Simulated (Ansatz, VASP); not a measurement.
## ZnRe in VASP and in Ansatz

```xyz
2
Lattice="2.7482 0.0000 0.0000 -1.3741 2.3800 0.0000 0.0000 0.0000 4.4941" Properties=species:S:1:pos:R:3 pbc="T T T"
Re    0.0000    1.5867    2.2470
Zn    0.0000    0.0000    0.0000
```

Alike in both runs: task single point; functional LDA; k mesh 11 × 11 × 6; occupations gaussian, width 0.05 eV; no spin polarisation.

```csv
,VASP,Ansatz
version,VASP 6.6.1,Ansatz 0.2.0
potentials or method,"VASP PAW LDA potentials, release 64 (Re, Zn), cutoff 520 eV","all-electron LAPW, scalar-relativistic"
```

```tsv
	VASP	Ansatz	Ansatz less VASP
gap on the k mesh at the Fermi level (eV)	none	none	-
pressure (GPa)	-13.3	-14.1	-0.82
traceless stress, the component that is largest in VASP (GPa)	-0.11	-0.21	-0.099
```

LDA's correlation is that of Perdew and Zunger in VASP and of Perdew and Wang (1992) in Ansatz. A gap of «none» marks a metal or a gap that the smearing closes. Ansatz ran all-electron here, and VASP with PAW potentials.

Spin-orbit coupling is off throughout.
